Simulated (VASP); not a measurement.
A run of VASP 6.6.1:

Contents of INCAR:

```
  PREC = Accurate
  ENCUT = 520
  EDIFF = 1E-6
  ISMEAR = 0
  SIGMA = 0.05
  LREAL = False
  LASPH = True
  NELM = 100
  ALGO = Normal
  ISIF = 2
  LWAVE = False
  LCHARG = False
  GGA = PE
  NBANDS = 9
```

KPOINTS

```
Automatic mesh
0
Gamma
  10 10 10
```

POSCAR

```
LiH
1.0
    0.0000000000      2.0325000000      2.0325000000
    2.0325000000      0.0000000000      2.0325000000
    2.0325000000      2.0325000000      0.0000000000
Li H
1 1
Direct
   -0.0492004920      0.0000000000      0.0000000000
    0.5000000000      0.5000000000      0.5000000000
```

Potentials or basis: VASP PAW PBE potentials, release 64 (Li_sv, H).

Command:

```sh
$ cat potpaw_PBE.64/Li_sv/POTCAR potpaw_PBE.64/H/POTCAR > POTCAR
$ mpirun -np 1 vasp_std > vasp.out
```

Hardware: 1 thread of Intel Xeon 8259CL (shared host).

Problem. Estimate the wall time of this run.

Solution. Wall time 32 s on 1 thread of Intel Xeon 8259CL, on a shared host, peak memory 0.15 GiB. Counts: scf iterations 11, k points 171.
